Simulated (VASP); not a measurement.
# CsH (Fm-3m) in VASP: notebook, part 2 of 2

VASP 6.6.1. Earlier steps stand in the parts before.

### Step 4. Single point, PBEsol

This run uses another cell than the first one, of 22.85 Å³/atom.

INCAR

```
SYSTEM = CsH
ALGO = Normal
EDIFF = 1E-6
ENCUT = 520
GGA = PS
ISIF = 2
ISMEAR = 0
LASPH = .TRUE.
LCHARG = .FALSE.
LREAL = .FALSE.
LWAVE = .FALSE.
NBANDS = 12
NELM = 60
PREC = Accurate
SIGMA = 0.02
```

KPOINTS

```
k-points
0
G
  6 6 6
  0 0 0
```

POSCAR

```
CsH
1.0
    0.0000000000      2.8377876089      2.8377876089
    2.8377876089      0.0000000000      2.8377876089
    2.8377876089      2.8377876089      0.0000000000
Cs H
1 1
Direct
    0.0000000000      0.0000000000      0.0000000000
    0.5000000000      0.5000000000      0.5000000000
```

Potentials or basis: VASP PAW PBE potentials, release 64 (Cs_sv, H).

Command:

```bash
cat potpaw_PBE.64/Cs_sv/POTCAR potpaw_PBE.64/H/POTCAR > POTCAR
mpirun -np 1 vasp_std > vasp.out
```

OUTCAR:

```text
SYSTEM = CsH
   EDIFF = 1E-6
   ENCUT = 520
   GGA = PS
   ISIF = 2
   ISMEAR = 0
   LASPH = .TRUE.
   LREAL = .FALSE.
   NELM = 60
   PREC = Accurate

 ion  position               nearest neighbor table
   1  0.000  0.000  0.000-
   2  0.500  0.500  0.500-

  LATTYP: Found a face centered cubic cell.
 ALAT       =     5.6755752178

  Lattice vectors:

 A1 = (   0.0000000000,   2.8377876089,   2.8377876089)
 A2 = (   2.8377876089,   0.0000000000,   2.8377876089)
 A3 = (   2.8377876089,   2.8377876089,   0.0000000000)

Analysis of symmetry for initial positions (statically):
=====================================================================
 Subroutine PRICEL returns:
 Original cell was already a primitive cell.

 Routine SETGRP: Setting up the symmetry group for a
 face centered cubic supercell.

 Subroutine GETGRP returns: Found 48 space group operations
 (whereof 48 operations were pure point group operations)
 out of a pool of 48 trial point group operations.

The static configuration has the point symmetry O_h .

Analysis of symmetry for dynamics (positions and initial velocities):
=====================================================================
 Subroutine PRICEL returns:
 Original cell was already a primitive cell.

 Routine SETGRP: Setting up the symmetry group for a
 face centered cubic supercell.

 Subroutine GETGRP returns: Found 48 space group operations
 (whereof 48 operations were pure point group operations)
 out of a pool of 48 trial point group operations.

The dynamic configuration has the point symmetry O_h .

 Subroutine INISYM returns: Found 48 space group operations
 (whereof 48 operations are pure point group operations),
 and found     1 'primitive' translations

----------------------------------------------------------------------------------------

                                     Primitive cell

[... 108 lines left out ...]
   AEXX    =    0.0000 exact exchange contribution
   IVDW    =     0    specifies the selected vdW correction
   LEPSILON=     F    determine dielectric tensor
   LRPA    =     F    only Hartree local field effects (RPA)
 non-spin polarized calculation
 Gauss-broadening in eV      SIGMA  =   0.02
  energy-cutoff  :      520.00
  volume of cell :       45.71
 maximum number of plane-waves:      1247
 NGX is ok and might be reduce to    30
   NGX = 15   NGY = 15   NGZ = 15

 number of electron      10.0000002 magnetization

 Free energy of the ion-electron system (eV)
  ---------------------------------------------------
  ext. energy  EPLUGINS =         0.00000000
  ---------------------------------------------------
  free energy    TOTEN  =        -4.38351241 eV

  energy without entropy =       -4.38351241  energy(sigma->0) =       -4.38351241

 E-fermi :   2.3523     XC(G=0):  -8.8565

 val. band max:        2.1751990261   @ k =   0.5000   0.0000   0.0000
 cond. band min:       3.5946755320   @ k =   0.5000   0.0000   0.0000
 fundamental gap:      1.4194765059
 Fermi energy:         2.3523199343

 k-point     1 :       0.0000    0.0000    0.0000
  band No.  band energies     occupation
      1     -19.8434      2.00000
      2      -5.6653      2.00000
      3      -5.6653      2.00000
      4      -5.6653      2.00000
      5      -0.4493      2.00000
      6       7.0019      0.00000
      7       7.0019      0.00000
      8       7.0019      0.00000
      9       9.1884      0.00000
     10       9.5640      0.00000
     11       9.5640      0.00000
     12      10.9568      0.00000
[... 211 lines left out ...]
 k-point    16 :      -0.3333    0.5000    0.1667
  band No.  band energies     occupation
      1     -19.4482      2.00000
      2      -7.2077      2.00000
      3      -6.6656      2.00000
      4      -6.4927      2.00000
      5       0.3203      2.00000
      6       5.1090      0.00000
      7       7.4555      0.00000
      8       8.0372      0.00000
      9      11.9412      0.00000
     10      12.2260      0.00000
     11      12.4478      0.00000
     12      12.8896      0.00000

------------------------ aborting loop because EDIFF is reached ----------------------------------------

  FORCE on cell =-STRESS in cart. coord.  units (eV):
  Direction    XX          YY          ZZ          XY          YZ          ZX
  --------------------------------------------------------------------------------------
  -------------------------------------------------------------------------------------
  Total        1.4826211      1.4826211      1.4826211      0.0000000      0.0000000      0.0000000
  in kB       51.9721981     51.9721981     51.9721981      0.0000000      0.0000000      0.0000000
  external PRESSURE =      51.9721981 kB  Pullay stress =       0.0000000 kB

 VOLUME and BASIS-vectors are now :
 -----------------------------------------------------------------------------
  energy-cutoff  :      520.00
  volume of cell :       45.71
      direct lattice vectors                 reciprocal lattice vectors
     0.000000000  2.837787609  2.837787609    -0.176193595  0.176193595  0.176193595
     2.837787609  0.000000000  2.837787609     0.176193595 -0.176193595  0.176193595
     2.837787609  2.837787609  0.000000000     0.176193595  0.176193595 -0.176193595

 POSITION                                       TOTAL-FORCE (eV/Angst)
 -----------------------------------------------------------------------------------
      0.00000      0.00000      0.00000        -0.000000      0.000000     -0.000000
      2.83779      2.83779      2.83779         0.000000     -0.000000      0.000000
 -----------------------------------------------------------------------------------
    total drift:                                0.000000      0.000000      0.000000

  FREE ENERGIE OF THE ION-ELECTRON SYSTEM (eV)
  ---------------------------------------------------
  free  energy   TOTEN  =        -4.3835124110 eV

  energy  without entropy=       -4.3835124110  energy(sigma->0) =       -4.38351241
```

OSZICAR:

```text
N       E                     dE             d eps       ncg     rms          rms(c)
DAV:   1     0.413537768370E+02    0.41354E+02   -0.44923E+03   384   0.716E+02
DAV:   2    -0.240298675851E+01   -0.43757E+02   -0.41347E+02   484   0.118E+02
DAV:   3    -0.526633029468E+01   -0.28633E+01   -0.28583E+01   480   0.312E+01
DAV:   4    -0.528288989513E+01   -0.16560E-01   -0.16558E-01   428   0.271E+00
DAV:   5    -0.528293337052E+01   -0.43475E-04   -0.43475E-04   500   0.148E-01    0.386E+00
DAV:   6    -0.454495110819E+01    0.73798E+00   -0.50372E-01   428   0.365E+00    0.169E+00
DAV:   7    -0.437452552583E+01    0.17043E+00   -0.59703E-01   428   0.329E+00    0.599E-01
DAV:   8    -0.438810133070E+01   -0.13576E-01   -0.59990E-02   420   0.127E+00    0.281E-01
DAV:   9    -0.438344046535E+01    0.46609E-02   -0.10104E-02   436   0.524E-01    0.341E-02
DAV:  10    -0.438351604952E+01   -0.75584E-04   -0.11814E-03   432   0.162E-01    0.274E-02
DAV:  11    -0.438352092520E+01   -0.48757E-05   -0.13571E-04   424   0.551E-02    0.152E-02
DAV:  12    -0.438351212433E+01    0.88009E-05   -0.23169E-05   420   0.256E-02    0.265E-03
DAV:  13    -0.438351241100E+01   -0.28667E-06   -0.19435E-06   440   0.651E-03
   1 F= -.43835124E+01 E0= -.43835124E+01  d E =-.181361E-37
```

It took 19 s on 1 thread of Intel Xeon 8259CL, shared host; peak memory 0.16 GiB.

Results:

```
Free energy            : -4.3835 eV
Pressure               : 5.2 GPa
Band gap on the k mesh : 1.42 eV
```

Levels at points of the mesh, in eV from the valence-band top:
```
           k point  band 3  band 4  band 5  band 6  band 7  band 8
(0.00, 0.00, 0.00)   -7.84   -7.84   -2.62    4.83    4.83    4.83
(0.50, 0.00, 0.00)   -8.07   -8.07    0.00    1.42    4.23    4.23
(0.50, 0.50, 0.00)   -8.53   -8.53   -2.54    1.94    7.07    9.55
```

Caveat: the cell stands under pressure; the PAW data sets were made with another functional, which shifts forces and pressure a little; spin-orbit coupling is left out, which moves the levels of the heavy elements.

### Step 5. Single point, PBEsol

This run uses another cell than the first one, of 30.56 Å³/atom.

INCAR

```
PREC = Accurate
ENCUT = 520
EDIFF = 1E-6
ISMEAR = 0
SIGMA = 0.02
LREAL = False
LASPH = True
NELM = 100
ALGO = Normal
ISIF = 2
LWAVE = False
LCHARG = False
GGA = PS
NBANDS = 12
```

KPOINTS

```
regular mesh
0
Gamma
  6 6 6
```

POSCAR

```
CsH
1.0
    0.0000000000      3.1266102180      3.1266102180
    3.1266102180      0.0000000000      3.1266102180
    3.1266102180      3.1266102180      0.0000000000
Cs H
1 1
Direct
    0.0000000000      0.0000000000      0.0000000000
    0.5000000000      0.5000000000      0.5000000000
```

Command:

```bash
cat potpaw_PBE.64/Cs_sv/POTCAR potpaw_PBE.64/H/POTCAR > POTCAR
mpirun -np 1 vasp_std > vasp.out
```

It took 23 s on 1 thread of Intel Xeon 8259CL, shared host; peak memory 0.2 GiB.

The run converged. Its results:

```yaml
Free_energy: -4.5887 eV
Pressure: 0.0 GPa
Band_gap_on_the_k_mesh: 2.04 eV
```

Levels at points of the mesh, in eV from the valence-band top:
| k point | band 1 | band 2 | band 3 | band 4 | band 5 | band 6 | band 7 | band 8 | band 9 | band 10 |
| --- | --- | --- | --- | --- | --- | --- | --- | --- | --- | --- |
| (0.00, 0.00, 0.00) | -21.49 | -7.87 | -7.87 | -7.87 | -1.92 | 5.11 | 5.11 | 5.11 | 6.00 | 7.00 |
| (0.50, 0.00, 0.00) | -21.39 | -8.87 | -7.98 | -7.98 | 0.00 | 2.04 | 4.63 | 4.63 | 7.39 | 8.47 |
| (0.50, 0.50, 0.00) | -21.36 | -8.72 | -8.19 | -8.19 | -1.37 | 2.91 | 5.71 | 8.22 | 8.44 | 8.44 |

Caveat: the PAW data sets were made with another functional, which shifts forces and pressure a little; spin-orbit coupling is left out, which moves the levels of the heavy elements. A k mesh can miss the band edges.

### Step 6. The runs side by side

| cell | gap on the mesh (eV) | pressure (GPa) |
| --- | --- | --- |
| a = 3.586 Å, angles 60.0°, 2 atoms | 0.27 | 21.2 |
| a = 3.815 Å, angles 60.0°, 2 atoms | 1.00 | 10.5 |
| a = 4.013 Å, angles 60.0°, 2 atoms | 1.42 | 5.2 |
| a = 4.422 Å, angles 60.0°, 2 atoms | 2.04 | 0.0 |

Alike in all rows: task single point; level PBEsol; potentials or basis VASP PAW PBE potentials, release 64 (Cs_sv, H); no spin polarisation; k mesh 6 × 6 × 6; cutoff (eV) 520; smearing gaussian 0.02 eV.

Caveats: the PAW data sets were made with another functional, which shifts forces and pressure a little; spin-orbit coupling is left out, which moves the levels of the heavy elements; the cell stands under pressure (at least some runs).

Absolute energies hang on the potentials; compare differences alone.
